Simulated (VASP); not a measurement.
Cu, 2 atoms in the cell. It takes space group Cmcm (No. 63, orthorhombic). Conventional cell: a = 2.162 Å, b = 7.919 Å, c = 2.468 Å, α = 90.00°, β = 90.00°, γ = 90.00°. Cu (site symmetry m2m) has 10 Cu at 2.16 to 2.47 Å within 2.9 Å.  This cell differs from its parent crystal: normal strain along x -0.1100, normal strain along y +0.0000.

| Property | Result |
| --- | --- |
| Program | VASP 6.6.1 |
| Task | single point |
| Functional | PBEsol |
| Potentials or basis | VASP PAW PBE potentials, release 64 (Cu) |
| Cutoff | 520 eV |
| k mesh | 20 × 20 × 18 |
| Occupations | gaussian, width 0.15 eV |
| Spin | no spin polarisation |
| Dipole correction | no |
| Further INCAR settings | ALGO = Fast; EDIFF = 1e-06; NBANDS = 18 |

Potentials or basis: VASP PAW PBE potentials, release 64 (Cu).

Launch:

```bash
$ cat potpaw_PBE.64/Cu/POTCAR > POTCAR
$ mpirun -np 1 vasp_std > vasp.out
```

Hardware: 1 thread of Intel Xeon 8259CL, with other jobs on the host.

How long does it take, and how much memory?

Run time: 11 min on 1 thread of Intel Xeon 8259CL (shared host), peak memory 0.45 GiB. Counts: scf iterations 16, k points 1110.
